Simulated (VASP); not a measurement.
# BeS (I-4m2) in VASP: further runs

BeS is run at these levels: r2SCAN; tasks: single point.

Everything below comes from runs of VASP 6.6.1. Logs are shortened: lines on timing, memory, paths and dates and some standing lists are left out, and cuts for length are marked.

### 1 The cell of the first run

It takes space group I-4m2 (No. 119, tetragonal). The conventional cell has a = 3.374 Å, b = 3.374 Å, c = 4.927 Å, α = 90.00°, β = 90.00°, γ = 90.00°. Within 2.8 Å of Be (site symmetry -4m2) lie 4 S at 2.09 Å. S (site symmetry -4m2) has 4 Be at 2.09 Å within 2.8 Å.

### 2 Single point, r2SCAN (in-plane strain -0.02)

Input file POSCAR:

```
BeS
1.0
    2.3855400086      2.3855400086      0.0000000000
   -2.3855400086      2.3855400086      0.0000000000
    0.0000000000      2.3855400086      2.4634351925
Be S
1 1
Direct
    0.0000000000      0.0000000000      0.0000000000
    0.7500000000      0.2500000000      0.5000000000
```

Input file INCAR.step1:

```
SYSTEM = BeS
  ALGO = Normal
  EDIFF = 1E-4
  ENCUT = 520
  GGA = PE
  ISMEAR = 0
  LASPH = .True.
  LCHARG = .False.
  LREAL = .False.
  LWAVE = .True.
  NBANDS = 11
  NELM = 100
  PREC = Accurate
  SIGMA = 0.01
```

Input file INCAR.step2:

```
SYSTEM = BeS
  ALGO = Normal
  EDIFF = 1E-6
  ENCUT = 520
  ISIF = 2
  ISMEAR = 0
  ISTART = 1
  LASPH = .True.
  LCHARG = .False.
  LMIXTAU = .True.
  LREAL = .False.
  LWAVE = .False.
  METAGGA = R2SCAN
  NBANDS = 11
  NELM = 100
  PREC = Accurate
  SIGMA = 0.01
```

Input file KPOINTS:

```
k-points
0
Gamma
  8 8 8
  0 0 0
```

Potentials or basis: VASP PAW PBE potentials, release 64 (Be, S).

On the command line:

```console
> cat potpaw_PBE.64/Be/POTCAR potpaw_PBE.64/S/POTCAR > POTCAR
> cp INCAR.step1 INCAR
> mpirun -np 1 vasp_std > vasp.out
> cp INCAR.step2 INCAR
> mpirun -np 1 vasp_std > vasp.out
```

OUTCAR:

```text
SYSTEM = BeS
   EDIFF = 1E-6
   ENCUT = 520
   ISIF = 2
   ISMEAR = 0
   ISTART = 1
   LASPH = .True.
   LREAL = .False.
   METAGGA = R2SCAN
   NELM = 100
   PREC = Accurate

 ion  position               nearest neighbor table
   1  0.000  0.000  0.000-   2 2.09   2 2.09   2 2.09   2 2.09
   2  0.750  0.250  0.500-   1 2.09   1 2.09   1 2.09   1 2.09

  LATTYP: Found a body centered tetragonal cell.
 ALAT       =     3.3736630337
 C/A-ratio  =     1.4603919644

  Lattice vectors:

 A1 = (   2.3855400086,   0.0000000000,  -2.4634351925)
 A2 = (  -2.3855400086,   0.0000000000,  -2.4634351925)
 A3 = (   0.0000000000,   2.3855400086,   2.4634351925)

Analysis of symmetry for initial positions (statically):
=====================================================================
 Subroutine PRICEL returns:
 Original cell was already a primitive cell.

 Routine SETGRP: Setting up the symmetry group for a
 body centered tetragonal supercell.

 Subroutine GETGRP returns: Found  8 space group operations
 (whereof  8 operations were pure point group operations)
 out of a pool of 16 trial point group operations.

The static configuration has the point symmetry D_2d.

Analysis of symmetry for dynamics (positions and initial velocities):
=====================================================================
 Subroutine PRICEL returns:
 Original cell was already a primitive cell.

 Routine SETGRP: Setting up the symmetry group for a
 body centered tetragonal supercell.

 Subroutine GETGRP returns: Found  8 space group operations
 (whereof  8 operations were pure point group operations)
 out of a pool of 16 trial point group operations.

The dynamic configuration has the point symmetry D_2d.

 Subroutine INISYM returns: Found  8 space group operations
 (whereof  8 operations are pure point group operations),
 and found     1 'primitive' translations

----------------------------------------------------------------------------------------

                                     Primitive cell

  volume of cell :      28.0378

  direct lattice vectors                    reciprocal lattice vectors
     2.385540009  2.385540009  0.000000000     0.209596149  0.209596149 -0.202968603
    -2.385540009  2.385540009  0.000000000    -0.209596149  0.209596149 -0.202968603
     0.000000000  2.385540009  2.463435192     0.000000000  0.000000000  0.405937206

  length of vectors
     3.373663034  3.373663034  3.429185629     0.359245523  0.359245523  0.405937206

  position of ions in fractional coordinates (direct lattice)
     0.000000000  0.000000000  0.000000000
     0.750000000  0.250000000  0.500000000

  ion indices of the primitive-cell ions
   primitive index   ion index
                 1           1
                 2           2

----------------------------------------------------------------------------------------

 KPOINTS: k-points

Automatic generation of k-mesh.
 Grid dimensions read from file:
 generate k-points for:    8    8    8

 Generating k-lattice:

  Cartesian coordinates                     Fractional coordinates (reciprocal lattice)
     0.026199519  0.026199519 -0.025371075     0.125000000  0.000000000  0.000000000
    -0.026199519  0.026199519 -0.025371075     0.000000000  0.125000000  0.000000000
     0.000000000  0.000000000  0.050742151     0.000000000  0.000000000  0.125000000

  Length of vectors
     0.044905690  0.044905690  0.050742151

  Shift w.r.t. Gamma in fractional coordinates (k-lattice)
     0.000000000  0.000000000  0.000000000

 Subroutine IBZKPT returns following result:
 ===========================================

 Found     59 irreducible k-points:

 Following reciprocal coordinates:
            Coordinates               Weight
  0.000000  0.000000  0.000000      1.000000
  0.125000  0.000000  0.000000      8.000000
  0.250000  0.000000  0.000000      8.000000
  0.375000  0.000000  0.000000      8.000000
  0.500000  0.000000  0.000000      4.000000
  0.125000  0.125000  0.000000      8.000000
[... 16 lines left out ...]
  0.250000  0.000000  0.125000      4.000000
  0.375000  0.000000  0.125000      8.000000
 [... further k-points ...]
   k-points           NKPTS =     59   k-points in BZ     NKDIM =     59   number of bands    NBANDS=     11
   number of dos      NEDOS =    301   number of ions     NIONS =      2
   total plane-waves  NPLWV =  21952
   dimension x,y,z NGX =    28 NGY =   28 NGZ =   28
   dimension x,y,z NGXF=    56 NGYF=   56 NGZF=   56
   ions per type =               1   1
   NGX,Y,Z   is equivalent  to a cutoff of  13.80, 13.80, 13.57 a.u.
   NGXF,Y,Z  is equivalent  to a cutoff of  27.60, 27.60, 27.15 a.u.
 SYSTEM =  BeS
   PREC   = accura    normal or accurate (medium, high low for compatibility)
   ISTART =      1    job   : 0-new  1-cont  2-samecut
   ICHARG =      0    charge: 1-file 2-atom 10-const
   ISPIN  =      1    spin polarized calculation?
   LNONCOLLINEAR =      F non collinear calculations
   LSORBIT =      F    spin-orbit coupling
   LASPH  =      T    aspherical Exc in radial PAW
   ENCUT  =  520.0 eV  38.22 Ry    6.18 a.u.   6.27  6.27  6.38*2*pi/ulx,y,z
   NELM   =    100;   NELMIN=  2; NELMDL=  0     # of ELM steps
   EDIFF  = 0.1E-05   stopping-criterion for ELM
   LREAL  =      F    real-space projection
   EDIFFG = 0.1E-04   stopping-criterion for IOM
   NSW    =      0    number of steps for IOM
   IBRION =     -1    ionic relax: 0-MD 1-quasi-New 2-CG
   NFREE  =      0    steps in history (QN), initial steepest desc. (CG)
   ISIF   =      2    stress and relaxation
   ISYM   =      2    0-nonsym 1-usesym 2-fastsym
   POTIM  = 0.5000    time-step for ionic-motion
   TEBEG  =    0.0;   TEEND  =   0.0 temperature during run
   PSTRESS=    0.0 pullay stress
   NELECT =       8.0000    total number of electrons
   NUPDOWN=      -1.0000    fix difference up-down
   EMIN   =  10.00;   EMAX   =-10.00  energy-range for DOS
   EFERMI =   0.00;   METHOD = LEGACY
   ISMEAR =     0;   SIGMA  =   0.01  broadening in eV -4-tet -1-fermi 0-gaus
   EFERMI_NEDOS =   21; number of points for ismear=-14 and -15
   IALGO  =     38    algorithm
   IMIX   =      4    mixing-type and parameters
     AMIX     =   0.40;   BMIX     =  1.00
     AMIX_MAG =   1.60;   BMIX_MAG =  1.00
  volume/ion in A,a.u.               =      14.02        94.60
  Fermi-wavevector in a.u.,A,eV,Ry     =   1.077763  2.036677 15.804164  1.161573
  Thomas-Fermi vector in A             =   2.213684
   LORBIT       =      0    0 simple, 1 ext, 2 COOP (PROOUT), +10 PAW based schemes
   METAGGA = R2SCAN    functional components
   LHFCALC =     F    Hartree Fock is set to
   AEXX    =    0.0000 exact exchange contribution
   IVDW    =     0    specifies the selected vdW correction
   LEPSILON=     F    determine dielectric tensor
   LRPA    =     F    only Hartree local field effects (RPA)
 non-spin polarized calculation
 Gauss-broadening in eV      SIGMA  =   0.01
  energy-cutoff  :      520.00
  volume of cell :       28.04
 maximum number of plane-waves:       772
 NGX is ok and might be reduce to    28
   NGX = 13   NGY = 13   NGZ = 13

 number of electron       8.0000000 magnetization

 Free energy of the ion-electron system (eV)
  ---------------------------------------------------
  ext. energy  EPLUGINS =         0.00000000
  ---------------------------------------------------
  free energy    TOTEN  =       -14.77126520 eV

  energy without entropy =      -14.77126520  energy(sigma->0) =      -14.77126520

 E-fermi :   4.3401     XC(G=0): -10.2584

 val. band max:        4.2134287804   @ k =   0.0000   0.0000   0.0000
 cond. band min:       7.5972501693   @ k =   0.5000   0.5000   0.0000
 fundamental gap:      3.3838213889
 Fermi energy:         4.3400553004

 k-point     1 :       0.0000    0.0000    0.0000
  band No.  band energies     occupation
      1     -10.2682      2.00000
      2       4.0201      2.00000
      3       4.2134      2.00000
      4       4.2134      2.00000
      5      10.3919      0.00000
      6      10.3919      0.00000
      7      10.4249      0.00000
      8      10.9871      0.00000
      9      17.2053      0.00000
     10      17.9801      0.00000
     11      20.2043      0.00000

 k-point     2 :       0.1250    0.0000    0.0000
  band No.  band energies     occupation
      1     -10.0785      2.00000
      2       2.9119      2.00000
      3       3.8637      2.00000
      4       4.0251      2.00000
      5      10.4170      0.00000
      6      10.7766      0.00000
      7      10.8032      0.00000
      8      12.2019      0.00000
      9      16.6079      0.00000
     10      17.2108      0.00000
     11      20.0101      0.00000

 k-point     3 :       0.2500    0.0000    0.0000
  band No.  band energies     occupation
      1      -9.5552      2.00000
      2       0.7101      2.00000
      3       3.4076      2.00000
      4       3.6467      2.00000
      5      10.3556      0.00000
      6      11.3154      0.00000
      7      11.4042      0.00000
      8      14.3912      0.00000
      9      16.5910      0.00000
     10      16.8191      0.00000
     11      19.5331      0.00000

 k-point     4 :       0.3750    0.0000    0.0000
  band No.  band energies     occupation
      1      -8.8886      2.00000
      2      -1.1554      2.00000
      3       3.0404      2.00000
      4       3.3406      2.00000
      5      10.2631      0.00000
      6      11.3155      0.00000
      7      11.5157      0.00000
      8      15.9151      0.00000
      9      18.1128      0.00000
     10      18.2346      0.00000
     11      19.8019      0.00000
[... 239 lines left out ...]
 k-point    22 :       0.0000    0.0000    0.1250
  band No.  band energies     occupation
      1     -10.0273      2.00000
      2       3.0529      2.00000
      3       3.6285      2.00000
      4       3.6285      2.00000
      5      10.0010      0.00000
      6      11.3963      0.00000
      7      11.3963      0.00000
      8      12.0421      0.00000
      9      15.2966      0.00000
     10      18.3168      0.00000
     11      20.6819      0.00000

 k-point    23 :       0.2500    0.0000    0.1250
  band No.  band energies     occupation
      1      -9.7657      2.00000
      2       1.8378      2.00000
      3       2.8599      2.00000
      4       4.0191      2.00000
      5      10.7438      0.00000
      6      10.9975      0.00000
      7      11.4535      0.00000
      8      13.1513      0.00000
      9      15.9163      0.00000
     10      17.4859      0.00000
     11      20.5559      0.00000

 k-point    24 :       0.3750    0.0000    0.1250
  band No.  band energies     occupation
      1      -9.1764      2.00000
      2       0.0160      2.00000
      3       2.2020      2.00000
      4       3.6388      2.00000
      5      11.0260      0.00000
      6      11.6403      0.00000
      7      11.6853      0.00000
      8      14.1782      0.00000
      9      15.8405      0.00000
     10      19.2260      0.00000
     11      20.4005      0.00000

 [... further k-points ...]
[... 5 lines left out ...]
  --------------------------------------------------------------------------------------
  -------------------------------------------------------------------------------------
  Total        0.7645295      0.7645295      0.1600218      0.0000000      0.0000000      0.0000000
  in kB       43.6878083     43.6878083      9.1441884      0.0000000      0.0000000      0.0000000
  external PRESSURE =      32.1732684 kB  Pullay stress =       0.0000000 kB

 VOLUME and BASIS-vectors are now :
 -----------------------------------------------------------------------------
  energy-cutoff  :      520.00
  volume of cell :       28.04
      direct lattice vectors                 reciprocal lattice vectors
     2.385540009  2.385540009  0.000000000     0.209596149  0.209596149 -0.202968603
    -2.385540009  2.385540009  0.000000000    -0.209596149  0.209596149 -0.202968603
     0.000000000  2.385540009  2.463435192     0.000000000  0.000000000  0.405937206

 POSITION                                       TOTAL-FORCE (eV/Angst)
 -----------------------------------------------------------------------------------
      0.00000      0.00000      0.00000        -0.000000      0.000000      0.000000
      1.19277      3.57831      1.23172         0.000000     -0.000000      0.000000
 -----------------------------------------------------------------------------------
    total drift:                               -0.000000      0.000000     -0.000000

  FREE ENERGIE OF THE ION-ELECTRON SYSTEM (eV)
  ---------------------------------------------------
  free  energy   TOTEN  =       -14.7712652009 eV

  energy  without entropy=      -14.7712652009  energy(sigma->0) =      -14.77126520
```

Run time: 1.8 min. Hardware: 1 thread of Intel Xeon 8259CL, shared host; peak memory 0.16 GiB.

What came out:

```
Free energy            : -14.7713 eV
Pressure               : 3.2 GPa
Band gap on the k mesh : 3.38 eV (least direct gap 6.18 eV)
```

Caveat: the cell differs from its parent crystal (in-plane strain -0.02); the cell stands under pressure; the PAW data sets were made with another functional, which shifts forces and pressure a little. A k mesh can miss the band edges.

### 3 Single point, r2SCAN (in-plane strain -0.02, then relaxed in part)

POSCAR: that of step 2 with these lines changed.

```diff
@@ -4,3 +4,3 @@
    -2.3855400086      2.3855400086      0.0000000000
-    0.0000000000      2.3855400086      2.4634351925
+    0.0000000000      2.3855400086      2.4713808463
 Be S
```

INCAR.step1: that of step 2 with these lines changed.

```diff
@@ -11,3 +11,3 @@
   NBANDS = 11
-  NELM = 100
+  NELM = 80
   PREC = Accurate
```

INCAR.step2: that of step 2 with these lines changed.

```diff
@@ -14,3 +14,3 @@
   NBANDS = 11
-  NELM = 100
+  NELM = 80
   PREC = Accurate
```

KPOINTS is that of step 2.

Potentials or basis: VASP PAW PBE potentials, release 64 (Be, S).

On the command line:

```console
> cat potpaw_PBE.64/Be/POTCAR potpaw_PBE.64/S/POTCAR > POTCAR
> cp INCAR.step1 INCAR
> mpirun -np 1 vasp_std > vasp.out
> cp INCAR.step2 INCAR
> mpirun -np 1 vasp_std > vasp.out
```

It took 2.1 min on 1 thread of Intel Xeon 8259CL, shared host; peak memory 0.17 GiB.

Results (log left out):

| Property | Result |
| --- | --- |
| Free energy | -14.7716 eV |
| Pressure | 2.9 GPa |
| Band gap on the k mesh | 3.38 eV (least direct gap 6.17 eV) |

Stress tensor (GPa, compression positive):
```
4.14 0.00 0.00
0.00 4.14 0.00
0.00 0.00 0.32
```

Levels at points of the mesh, in eV from the valence-band top:
```tsv
k point	band 1	band 2	band 3	band 4	band 5	band 6	band 7	band 8	band 9
(0.00, 0.00, 0.00)	-14.47	-0.21	0.00	0.00	6.17	6.17	6.21	6.74	12.94
(0.50, 0.00, 0.00)	-12.75	-6.12	-1.33	-0.97	5.97	7.01	7.24	12.07	15.54
(0.50, 0.50, 0.00)	-12.10	-5.25	-2.96	-2.90	3.38	5.19	13.69	13.98	16.89
(0.00, 0.00, 0.50)	-12.28	-5.50	-2.63	-2.63	3.67	5.53	13.90	13.90	16.58
```

Caveat: the cell differs from its parent crystal (in-plane strain -0.02, then relaxed in part); the PAW data sets were made with another functional, which shifts forces and pressure a little.

### 4 Single point, r2SCAN (film at in-plane strain -0.02)

POSCAR is that of step 3.

Input file INCAR.step1:

```
ALGO = Normal ; EDIFF = 1E-4
ENCUT = 520 ; GGA = PE
ISMEAR = 0 ; LASPH = True
LCHARG = False ; LREAL = False
LWAVE = True ; NBANDS = 11
NELM = 100 ; PREC = Accurate
SIGMA = 0.01
```

Input file INCAR.step2:

```
ALGO = Normal ; EDIFF = 1E-6
ENCUT = 520 ; ISIF = 2
ISMEAR = 0 ; ISTART = 1
LASPH = True ; LCHARG = False
LMIXTAU = True ; LREAL = False
LWAVE = False ; METAGGA = R2SCAN
NBANDS = 11 ; NELM = 100
PREC = Accurate ; SIGMA = 0.01
```

Input file KPOINTS:

```
k-points
0
Gamma
  8 8 8
```

On the command line:

```console
> cat potpaw_PBE.64/Be/POTCAR potpaw_PBE.64/S/POTCAR > POTCAR
> cp INCAR.step1 INCAR
> mpirun -np 1 vasp_std > vasp.out
> cp INCAR.step2 INCAR
> mpirun -np 1 vasp_std > vasp.out
```

Run time: 2 min. Hardware: 1 thread of Intel Xeon 8259CL, shared host; peak memory 0.17 GiB.

Results (log left out):

```
Free energy            : -14.7716 eV
Pressure               : 2.9 GPa
Band gap on the k mesh : 3.38 eV (least direct gap 6.17 eV)
```

Stress tensor (GPa, compression positive):
```
4.14 0.00 0.00
0.00 4.14 0.00
0.00 0.00 0.32
```

Levels at points of the mesh, in eV from the valence-band top:
```csv
k point,band 2,band 3,band 4,band 5,band 6,band 7
"(0.00, 0.00, 0.00)",-0.21,0.00,0.00,6.17,6.17,6.21
"(0.50, 0.00, 0.00)",-6.12,-1.33,-0.97,5.97,7.01,7.24
"(0.50, 0.50, 0.00)",-5.25,-2.96,-2.90,3.38,5.19,13.69
"(0.00, 0.00, 0.50)",-5.50,-2.63,-2.63,3.67,5.53,13.90
```

Caveat: the cell differs from its parent crystal (film at in-plane strain -0.02); the PAW data sets were made with another functional, which shifts forces and pressure a little.

### 5 Single point, r2SCAN (in-plane strain -0.01, then relaxed in part)

Input file POSCAR:

```
BeS
1.0
    2.4098822536      2.4098822536      0.0000000000
   -2.4098822536      2.4098822536      0.0000000000
    0.0000000000      2.4098822536      2.4530510481
Be S
1 1
Direct
    0.0000000000      0.0000000000      0.0000000000
    0.7500000000      0.2500000000      0.5000000000
```

Input file INCAR.step1:

```
SYSTEM = BeS
PREC = Accurate
ENCUT = 520
ISMEAR = 0
SIGMA = 0.01
LREAL = .False.
LASPH = .True.
NELM = 80
NBANDS = 11
GGA = PE
ALGO = Normal
EDIFF = 1E-4
LWAVE = .True.
LCHARG = .False.
```

Input file INCAR.step2:

```
SYSTEM = BeS
PREC = Accurate
ENCUT = 520
EDIFF = 1E-6
ISMEAR = 0
SIGMA = 0.01
LREAL = .False.
LASPH = .True.
NELM = 80
ALGO = Normal
ISIF = 2
LWAVE = .False.
LCHARG = .True.
METAGGA = R2SCAN
LMIXTAU = .True.
LELF = .True.
LVHAR = .True.
NBANDS = 11
ISTART = 1
```

Input file KPOINTS:

```
regular mesh
0
Gamma
  8 8 8
  0 0 0
```

On the command line:

```console
> cat potpaw_PBE.64/Be/POTCAR potpaw_PBE.64/S/POTCAR > POTCAR
> cp INCAR.step1 INCAR
> mpirun -np 1 vasp_std > vasp.out
> cp INCAR.step2 INCAR
> mpirun -np 1 vasp_std > vasp.out
```

Wall time 98 s (1 thread of Intel Xeon 8259CL, shared host); peak memory 0.16 GiB.

It converged, with:

```
Free energy            : -14.7825 eV
Pressure               : 1.5 GPa
Band gap on the k mesh : 3.49 eV (least direct gap 6.22 eV)
```

Stress tensor (GPa, compression positive):
```
2.14 0.00 0.00
0.00 2.14 0.00
0.00 0.00 0.30
```

Levels at points of the mesh, in eV from the valence-band top:
```
           k point  band 1  band 2  band 3  band 4  band 5  band 6  band 7  band 8
(0.00, 0.00, 0.00)  -14.34   -0.10    0.00    0.00    6.22    6.22    6.24    6.66
(0.50, 0.00, 0.00)  -12.66   -6.00   -1.18   -1.01    6.04    7.05    7.19   12.04
(0.50, 0.50, 0.00)  -12.05   -5.19   -2.82   -2.78    3.49    5.29   13.75   13.89
(0.00, 0.00, 0.50)  -12.14   -5.31   -2.65   -2.65    3.63    5.46   13.84   13.84
```

Caveat: the cell differs from its parent crystal (in-plane strain -0.01, then relaxed in part); the PAW data sets were made with another functional, which shifts forces and pressure a little. A k mesh can miss the band edges.

(Continued in part 2 of 2.)
